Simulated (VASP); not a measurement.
Wanted: the native input for a VASP 6.6.1 run.

- Task: density of states
- Functional: PBE
- Potentials or basis: VASP PAW PBE potentials, release 64 (Ag)
- Cutoff: 520 eV
- k mesh: 15 × 15 × 14
- Occupations: fermi-dirac, width 0.08 eV
- Spin: no spin polarisation
- Dipole correction: no
- k mesh for the DOS: 23 × 23 × 21
- Occupations for the DOS: tetrahedron
- Further INCAR settings: ALGO = Normal; EDIFF = 1e-06; NBANDS = 12

The system is Ag.

```
Ag
1.0
     2.16090    0.00000    0.00000
    -1.08045    1.87139    0.00000
     0.00000    0.00000    2.06570
Ag
1
Direct
  0.00000 0.00000 0.00000
```

This cell differs from its parent crystal: volume scaled by 0.43.

These files were run (other wordings do the same):

POSCAR

```
Ag
1.0
    2.1608965820      0.0000000000      0.0000000000
   -1.0804482910      1.8713913350      0.0000000000
    0.0000000000      0.0000000000      2.0657020297
Ag
1
Direct
    0.0000000000      0.0000000000      0.0000000000
```

INCAR.step1

```
SYSTEM = Ag
PREC = Accurate
ENCUT = 520
EDIFF = 1E-6
ISMEAR = -1
SIGMA = 0.08
LREAL = .False.
LASPH = .True.
NELM = 100
ALGO = Normal
ISIF = 2
LWAVE = .False.
LCHARG = .True.
LMAXMIX = 4
GGA = PE
NBANDS = 12
```

KPOINTS.step1

```
regular mesh
0
Gamma
  15 15 14
  0 0 0
```

INCAR.step2

```
SYSTEM = Ag
PREC = Accurate
ENCUT = 520
EDIFF = 1E-6
ISMEAR = -5
SIGMA = 0.08
LREAL = .False.
LASPH = .True.
NELM = 100
ALGO = Normal
ISIF = 2
LWAVE = .False.
LCHARG = .False.
LMAXMIX = 4
GGA = PE
LORBIT = 11
NBANDS = 12
NEDOS = 2001
ICHARG = 11
```

KPOINTS.step2

```
regular mesh
0
Gamma
  23 23 21
  0 0 0
```

Potentials or basis: VASP PAW PBE potentials, release 64 (Ag).

Command:

```bash
$ cat potpaw_PBE.64/Ag/POTCAR > POTCAR
$ cp INCAR.step1 INCAR
$ cp KPOINTS.step1 KPOINTS
$ mpirun -np 1 vasp_std > vasp.out
$ cp INCAR.step2 INCAR
$ cp KPOINTS.step2 KPOINTS
$ mpirun -np 1 vasp_std > vasp.out
```

It took 40 s on 1 thread of AMD EPYC 7R43 64-Core Processor (Zen 3) (shared host), peak memory 0.16 GiB.
